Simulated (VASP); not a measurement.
Input of a VASP 6.6.1 run:

File INCAR:

```
PREC = Accurate
ENCUT = 520
EDIFF = 1E-6
ISMEAR = 0
SIGMA = 0.1
LREAL = F
LASPH = T
NELM = 60
ALGO = Normal
ISIF = 2
LWAVE = F
LCHARG = T
GGA = PS
LELF = T
LVHAR = T
NBANDS = 26
```

Contents of KPOINTS:

```
Automatic mesh
0
Gamma
  12 12 12
```

Contents of POSCAR:

```
AlCu3
1.0
    3.5105049718      0.0000000000      0.0000000000
    0.0000000000      3.5105049718      0.0000000000
    0.0000000000      0.0000000000      3.5105049718
Al Cu
1 3
Direct
    0.0000000000      0.0000000000      0.0000000000
    0.5000000000      0.5000000000      0.0000000000
    0.5000000000      0.0000000000      0.5000000000
    0.0000000000      0.5000000000      0.5000000000
```

Potentials or basis: VASP PAW PBE potentials, release 64 (Al, Cu).

Run with:

```bash
$ cat potpaw_PBE.64/Al/POTCAR potpaw_PBE.64/Cu/POTCAR > POTCAR
$ mpirun -np 1 vasp_std > vasp.out
```

(1) Predict the band gap on the k mesh.

(2) Estimate the pressure.

Answers

(1) zero (bands 18 and 19 overlap by 6.05 eV).

(2) 20.2 GPa.

Caveat: the cell differs from its parent crystal (strained); the cell stands under pressure; the PAW data sets were made with another functional, which shifts forces and pressure a little.
